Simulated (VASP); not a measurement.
# Mo (Im-3m) in VASP: single point with PBE

Aim: the single point of Mo with PBE.

Everything below comes from runs of VASP 6.6.1. Logs are shortened: lines on timing, memory, paths and dates and some standing lists are left out, and cuts for length are marked.

### Step 1. The cell of the first run

Symmetry: Im-3m, No. 229, cubic system. The conventional cell has a = 3.163 Å, b = 3.163 Å, c = 3.163 Å, α = 90.00°, β = 90.00°, γ = 90.00°. Mo (site symmetry m-3m) has 14 Mo at 2.74 to 3.16 Å within 3.6 Å.

### Step 2. Single point, PBE

INCAR reads:

```
SYSTEM = Mo
PREC = Accurate ; ENCUT = 500
EDIFF = 1E-6 ; ISMEAR = 0
SIGMA = 0.1 ; LREAL = .FALSE.
LASPH = .TRUE. ; NELM = 120
ALGO = Normal ; ISIF = 2
LWAVE = .FALSE. ; LCHARG = .FALSE.
GGA = PE ; NBANDS = 13
GGA_COMPAT = .FALSE.
```

KPOINTS reads:

```
Automatic mesh
0
G
  8 8 8
  0 0 0
```

POSCAR reads:

```
Mo
1.0
   -1.5816435896      1.5816435896      1.5816435896
    1.5816435896     -1.5816435896      1.5816435896
    1.5816435896      1.5816435896     -1.5816435896
Mo
1
Direct
    0.0000000000      0.0000000000      0.0000000000
```

Potentials or basis: VASP PAW PBE potentials, release 64 (Mo_sv).

On the command line:

```
> cat potpaw_PBE.64/Mo_sv/POTCAR > POTCAR
> mpirun -np 1 vasp_std > vasp.out
```

OUTCAR:

```text
SYSTEM = Mo
   PREC = Accurate
   ENCUT = 500
   EDIFF = 1E-6
   ISMEAR = 0
   LREAL = .FALSE.
   LASPH = .TRUE.
   NELM = 120
   ISIF = 2
   GGA = PE

 ion  position               nearest neighbor table
   1  0.000  0.000  0.000-

  LATTYP: Found a body centered cubic cell.
 ALAT       =     3.1632871792

  Lattice vectors:

 A1 = (  -1.5816435896,   1.5816435896,   1.5816435896)
 A2 = (   1.5816435896,  -1.5816435896,   1.5816435896)
 A3 = (   1.5816435896,   1.5816435896,  -1.5816435896)

Analysis of symmetry for initial positions (statically):
=====================================================================
 Subroutine PRICEL returns:
 Original cell was already a primitive cell.

 Routine SETGRP: Setting up the symmetry group for a
 body centered cubic supercell.

 Subroutine GETGRP returns: Found 48 space group operations
 (whereof 48 operations were pure point group operations)
 out of a pool of 48 trial point group operations.

The static configuration has the point symmetry O_h .

Analysis of symmetry for dynamics (positions and initial velocities):
=====================================================================
 Subroutine PRICEL returns:
 Original cell was already a primitive cell.

 Routine SETGRP: Setting up the symmetry group for a
 body centered cubic supercell.

 Subroutine GETGRP returns: Found 48 space group operations
 (whereof 48 operations were pure point group operations)
 out of a pool of 48 trial point group operations.

The dynamic configuration has the point symmetry O_h .

 Subroutine INISYM returns: Found 48 space group operations
 (whereof 48 operations are pure point group operations),
 and found     1 'primitive' translations

----------------------------------------------------------------------------------------

                                     Primitive cell

  volume of cell :      15.8265

  direct lattice vectors                    reciprocal lattice vectors
    -1.581643590  1.581643590  1.581643590     0.000000000  0.316126846  0.316126846
     1.581643590 -1.581643590  1.581643590     0.316126846  0.000000000  0.316126846
     1.581643590  1.581643590 -1.581643590     0.316126846  0.316126846  0.000000000

  length of vectors
     2.739487057  2.739487057  2.739487057     0.447070874  0.447070874  0.447070874

  position of ions in fractional coordinates (direct lattice)
     0.000000000  0.000000000  0.000000000

  ion indices of the primitive-cell ions
   primitive index   ion index
                 1           1

----------------------------------------------------------------------------------------

 KPOINTS: Automatic mesh

Automatic generation of k-mesh.
 Grid dimensions read from file:
 generate k-points for:    8    8    8

 Generating k-lattice:

  Cartesian coordinates                     Fractional coordinates (reciprocal lattice)
     0.000000000  0.039515856  0.039515856     0.125000000  0.000000000  0.000000000
     0.039515856  0.000000000  0.039515856     0.000000000  0.125000000  0.000000000
     0.039515856  0.039515856  0.000000000     0.000000000  0.000000000  0.125000000

  Length of vectors
     0.055883859  0.055883859  0.055883859

  Shift w.r.t. Gamma in fractional coordinates (k-lattice)
     0.000000000  0.000000000  0.000000000

 Subroutine IBZKPT returns following result:
 ===========================================

 Found     29 irreducible k-points:

 Following reciprocal coordinates:
            Coordinates               Weight
  0.000000  0.000000  0.000000      1.000000
  0.125000  0.000000  0.000000     12.000000
  0.250000  0.000000  0.000000     12.000000
  0.375000  0.000000  0.000000     12.000000
  0.500000  0.000000  0.000000      6.000000
  0.125000  0.125000  0.000000     24.000000
[... 16 lines left out ...]
 -0.250000  0.250000  0.250000      6.000000
 -0.375000  0.375000  0.250000     24.000000
 [... further k-points ...]
   k-points           NKPTS =     29   k-points in BZ     NKDIM =     29   number of bands    NBANDS=     13
   number of dos      NEDOS =    301   number of ions     NIONS =      1
   total plane-waves  NPLWV =   8000
   dimension x,y,z NGX =    20 NGY =   20 NGZ =   20
   dimension x,y,z NGXF=    40 NGYF=   40 NGZF=   40
   ions per type =               1
   NGX,Y,Z   is equivalent  to a cutoff of  12.14, 12.14, 12.14 a.u.
   NGXF,Y,Z  is equivalent  to a cutoff of  24.27, 24.27, 24.27 a.u.
 SYSTEM =  Mo
   PREC   = accura    normal or accurate (medium, high low for compatibility)
   ISTART =      0    job   : 0-new  1-cont  2-samecut
   ICHARG =      2    charge: 1-file 2-atom 10-const
   ISPIN  =      1    spin polarized calculation?
   LNONCOLLINEAR =      F non collinear calculations
   LSORBIT =      F    spin-orbit coupling
   LASPH  =      T    aspherical Exc in radial PAW
   ENCUT  =  500.0 eV  36.75 Ry    6.06 a.u.   4.99  4.99  4.99*2*pi/ulx,y,z
   NELM   =    120;   NELMIN=  2; NELMDL= -5     # of ELM steps
   EDIFF  = 0.1E-05   stopping-criterion for ELM
   LREAL  =      F    real-space projection
   EDIFFG = 0.1E-04   stopping-criterion for IOM
   NSW    =      0    number of steps for IOM
   IBRION =     -1    ionic relax: 0-MD 1-quasi-New 2-CG
   NFREE  =      0    steps in history (QN), initial steepest desc. (CG)
   ISIF   =      2    stress and relaxation
   ISYM   =      2    0-nonsym 1-usesym 2-fastsym
   POTIM  = 0.5000    time-step for ionic-motion
   TEBEG  =    0.0;   TEEND  =   0.0 temperature during run
   PSTRESS=    0.0 pullay stress
   NELECT =      14.0000    total number of electrons
   NUPDOWN=      -1.0000    fix difference up-down
   EMIN   =  10.00;   EMAX   =-10.00  energy-range for DOS
   EFERMI =   0.00;   METHOD = LEGACY
   ISMEAR =     0;   SIGMA  =   0.10  broadening in eV -4-tet -1-fermi 0-gaus
   EFERMI_NEDOS =   21; number of points for ismear=-14 and -15
   IALGO  =     38    algorithm
   IMIX   =      4    mixing-type and parameters
     AMIX     =   0.40;   BMIX     =  1.00
     AMIX_MAG =   1.60;   BMIX_MAG =  1.00
  volume/ion in A,a.u.               =      15.83       106.80
  Fermi-wavevector in a.u.,A,eV,Ry     =   1.571528  2.969758 33.602327  2.469701
  Thomas-Fermi vector in A             =   2.673099
   LORBIT       =      0    0 simple, 1 ext, 2 COOP (PROOUT), +10 PAW based schemes
   GGA     = PE    functional components
   LHFCALC =     F    Hartree Fock is set to
   AEXX    =    0.0000 exact exchange contribution
   IVDW    =     0    specifies the selected vdW correction
   LEPSILON=     F    determine dielectric tensor
   LRPA    =     F    only Hartree local field effects (RPA)
 non-spin polarized calculation
 Gauss-broadening in eV      SIGMA  =   0.10
  energy-cutoff  :      500.00
  volume of cell :       15.83
 maximum number of plane-waves:       420
   NGX =  9   NGY =  9   NGZ =  9

 number of electron      14.0000004 magnetization

 Free energy of the ion-electron system (eV)
  ---------------------------------------------------
  ext. energy  EPLUGINS =         0.00000000
  ---------------------------------------------------
  free energy    TOTEN  =       -10.91527149 eV

  energy without entropy =      -10.91101030  energy(sigma->0) =      -10.91314089

 E-fermi :  12.2705     XC(G=0): -13.3224

 val. band max:       12.2647564850   @ k =  -0.2500   0.2500   0.1250
 cond. band min:      12.3722536277   @ k =   0.3750   0.0000   0.0000
 fundamental gap:      0.1074971427
 Fermi energy:        12.2705456151

 k-point     1 :       0.0000    0.0000    0.0000
  band No.  band energies     occupation
      1     -48.8952      2.00000
      2     -22.1889      2.00000
      3     -22.1889      2.00000
      4     -22.1889      2.00000
      5       5.2001      2.00000
      6      11.0489      2.00000
      7      11.0489      2.00000
      8      11.0489      2.00000
      9      14.0289      0.00000
     10      14.0289      0.00000
     11      27.2078      0.00000
     12      27.2078      0.00000
     13      27.2078      0.00000

 k-point     2 :       0.1250    0.0000    0.0000
  band No.  band energies     occupation
      1     -48.8591      2.00000
      2     -22.3978      2.00000
      3     -22.2538      2.00000
      4     -22.1904      2.00000
      5       5.8515      2.00000
      6      10.6921      2.00000
      7      10.9605      2.00000
      8      11.6784      2.00000
      9      13.6045      0.00000
     10      14.0472      0.00000
     11      27.6103      0.00000
     12      28.3077      0.00000
     13      28.3267      0.00000

 k-point     3 :       0.2500    0.0000    0.0000
  band No.  band energies     occupation
      1     -48.7708      2.00000
      2     -22.8842      2.00000
      3     -22.4076      2.00000
      4     -22.1941      2.00000
      5       7.1598      2.00000
      6       9.9370      2.00000
      7      10.8459      2.00000
      8      13.4250      0.00000
      9      13.5074      0.00000
     10      14.1864      0.00000
     11      27.1533      0.00000
     12      28.4351      0.00000
     13      31.2923      0.00000

 k-point     4 :       0.3750    0.0000    0.0000
  band No.  band energies     occupation
      1     -48.6811      2.00000
      2     -23.3482      2.00000
      3     -22.5576      2.00000
      4     -22.1980      2.00000
      5       7.3498      2.00000
      6       9.2904      2.00000
      7      12.3723      0.15033
      8      13.9934      0.00000
      9      14.4836      0.00000
     10      15.7349      0.00000
     11      25.2382      0.00000
     12      25.5992      0.00000
     13      31.7426      0.00000

 k-point     5 :       0.5000    0.0000    0.0000
  band No.  band energies     occupation
      1     -48.6434      2.00000
      2     -23.5346      2.00000
      3     -22.6186      2.00000
      4     -22.1997      2.00000
      5       7.1426      2.00000
      6       9.0464      2.00000
      7      13.9742      0.00000
      8      14.0494      0.00000
      9      14.6683      0.00000
     10      17.0434      0.00000
     11      23.8457      0.00000
     12      24.3310      0.00000
     13      29.5951      0.00000
[... 257 lines left out ...]
 k-point    22 :       0.2500    0.2500    0.2500
  band No.  band energies     occupation
      1     -48.6242      2.00000
      2     -22.8700      2.00000
      3     -22.8700      2.00000
      4     -22.8700      2.00000
      5       9.7984      2.00000
      6       9.7984      2.00000
      7       9.7984      2.00000
      8      14.7893      0.00000
      9      14.7893      0.00000
     10      21.8657      0.00000
     11      23.8130      0.00000
     12      23.8130      0.00000
     13      23.8130      0.00000

 k-point    23 :      -0.2500    0.2500    0.2500
  band No.  band energies     occupation
      1     -48.6642      2.00000
      2     -22.9097      2.00000
      3     -22.6452      2.00000
      4     -22.6452      2.00000
      5       8.6666      2.00000
      6       9.7768      2.00000
      7      11.7783      2.00000
      8      11.7783      2.00000
      9      13.2476      0.00000
     10      15.7558      0.00000
     11      27.5265      0.00000
     12      30.5289      0.00000
     13      30.8329      0.00000

 k-point    24 :      -0.3750    0.3750    0.2500
  band No.  band energies     occupation
      1     -48.5876      2.00000
      2     -23.1885      2.00000
      3     -22.8076      2.00000
      4     -22.6849      2.00000
      5       8.5168      2.00000
      6       9.0697      2.00000
      7      11.7735      2.00000
      8      12.5956      0.00000
      9      15.2259      0.00000
     10      17.3083      0.00000
     11      26.0443      0.00000
     12      28.0614      0.00000
     13      29.1538      0.00000

 [... further k-points ...]

------------------------ aborting loop because EDIFF is reached ----------------------------------------

  FORCE on cell =-STRESS in cart. coord.  units (eV):
  Direction    XX          YY          ZZ          XY          YZ          ZX
  --------------------------------------------------------------------------------------
  -------------------------------------------------------------------------------------
  Total        0.0503678      0.0503678      0.0503678      0.0000000      0.0000000     -0.0000000
  in kB        5.0989096      5.0989096      5.0989096      0.0000000      0.0000000     -0.0000000
  external PRESSURE =       5.0989096 kB  Pullay stress =       0.0000000 kB

 VOLUME and BASIS-vectors are now :
 -----------------------------------------------------------------------------
  energy-cutoff  :      500.00
  volume of cell :       15.83
      direct lattice vectors                 reciprocal lattice vectors
    -1.581643590  1.581643590  1.581643590     0.000000000  0.316126846  0.316126846
     1.581643590 -1.581643590  1.581643590     0.316126846  0.000000000  0.316126846
     1.581643590  1.581643590 -1.581643590     0.316126846  0.316126846  0.000000000

 POSITION                                       TOTAL-FORCE (eV/Angst)
 -----------------------------------------------------------------------------------
      0.00000      0.00000      0.00000        -0.000000      0.000000      0.000000
 -----------------------------------------------------------------------------------
    total drift:                                0.000000     -0.000000     -0.000000

  FREE ENERGIE OF THE ION-ELECTRON SYSTEM (eV)
  ---------------------------------------------------
  free  energy   TOTEN  =       -10.9152714866 eV

  energy  without entropy=      -10.9110103000  energy(sigma->0) =      -10.91314089
```

Wall time 3.3 s (1 thread of Intel Xeon Platinum 8375C at 2.90GHz (Ice Lake), shared host); peak memory 0.12 GiB.

Results:

| Property | Result |
| --- | --- |
| Free energy | -10.9153 eV |
| Pressure | 0.5 GPa |
| Band gap on the k mesh | zero (band 7 reaches 16.30 eV, above the bottom of band 8 at 11.05 eV) |

Levels at points of the mesh, in eV from the Fermi level:
```tsv
k point	band 5	band 6	band 7	band 8	band 9	band 10
(0.00, 0.00, 0.00)	-7.07	-1.22	-1.22	-1.22	1.76	1.76
(0.50, 0.00, 0.00)	-5.13	-3.22	1.70	1.78	2.40	4.77
(0.50, 0.50, 0.50)	-5.22	-5.22	4.03	4.03	4.03	9.09
```
